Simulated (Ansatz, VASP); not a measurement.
AlH2: VASP beside Ansatz

```
Al H
1.0
    -1.84128    1.84128    4.66216
     1.84128   -1.84128    4.66216
     1.84128    1.84128   -4.66216
Al H
2 4
Direct
  0.00000 0.00000 0.00000
  0.75000 0.25000 0.50000
  0.21414 0.21414 0.00000
  0.96414 0.46414 0.50000
  0.53586 0.03586 0.50000
  0.78586 0.78586 0.00000
```

Alike in both runs: functional PBE; k mesh 6 × 6 × 6; occupations gaussian, width 0.1 eV; no spin polarisation.

Ansatz relaxed the structure, and its values are those at the end. VASP's run is a single point on that final structure, the one shown.

|  | VASP | Ansatz |
| --- | --- | --- |
| version | VASP 6.6.1 | Ansatz 0.2.0 |
| potentials or method | VASP PAW PBE potentials, release 64 (Al, H), cutoff 520 eV | scalar-relativistic, plane waves, PAW |
| valence electrons in the cell | 10 | 10 |

```tsv
	VASP	Ansatz	Ansatz less VASP
gap on the k mesh at the Fermi level (eV)	none	none	-
pressure (GPa)	0.2	0.3	+0.12
rms of the force components (eV/Å)	0.005	0.004	-0.0010
```

A gap of «none» marks a metal or a gap that the smearing closes.

The k mesh is coarse, so the values compare programs but aren't converged.
